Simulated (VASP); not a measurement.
Here is a VASP 6.6.1 calculation.

File POSCAR:

```
Al3Cu2
1.0
    4.2658842546      0.0000000000      0.0000000000
   -2.1329421273      3.6943641341      0.0000000000
    0.0000000000      0.0000000000      5.3890503038
Al Cu
3 2
Direct
    0.0000000000      0.0000000000      0.0000000000
    0.3333333333      0.6666666667      0.3501725384
    0.6666666667      0.3333333333      0.6498274616
    0.3333333333      0.6666666667      0.8401683181
    0.6666666667      0.3333333333      0.1598316819
```

The input INCAR.step1:

```
PREC = Accurate
ENCUT = 520
ISMEAR = 0
SIGMA = 0.15
LREAL = F
LASPH = T
NELM = 60
NBANDS = 24
GGA = PE
ALGO = Normal
EDIFF = 1E-4
LWAVE = T
LCHARG = F
```

Contents of INCAR.step2:

```
PREC = Accurate
ENCUT = 520
EDIFF = 1E-6
ISMEAR = 0
SIGMA = 0.15
LREAL = F
LASPH = T
NELM = 60
ALGO = Normal
ISIF = 2
LWAVE = F
LCHARG = T
METAGGA = R2SCAN
LMIXTAU = T
LELF = T
LVHAR = T
NBANDS = 24
ISTART = 1
```

The input KPOINTS:

```
Automatic mesh
0
Gamma
  12 12 10
```

Potentials or basis: VASP PAW PBE potentials, release 64 (Al, Cu).

Run with:

```sh
$ cat potpaw_PBE.64/Al/POTCAR potpaw_PBE.64/Cu/POTCAR > POTCAR
$ cp INCAR.step1 INCAR
$ mpirun -np 1 vasp_std > vasp.out
$ cp INCAR.step2 INCAR
$ mpirun -np 1 vasp_std > vasp.out
```

Task: What does it give for the band gap on the k mesh?

Result: Zero (an odd number of electrons rules out a gap without spin polarisation).

Task: What does it give for the pressure?

Result: -12.3 GPa.

Task: What does it give for the largest force?

Result: 0.111 eV/Å.

Stress tensor (GPa, compression positive):
```
-10.92   0.00   0.00
  0.00 -10.92   0.00
  0.00   0.00 -15.07
```

Caveat: the cell differs from its parent crystal (strain +0.040 along x and y, +0.080 along z); the cell stands under tension; the PAW data sets were made with another functional, which shifts forces and pressure a little.
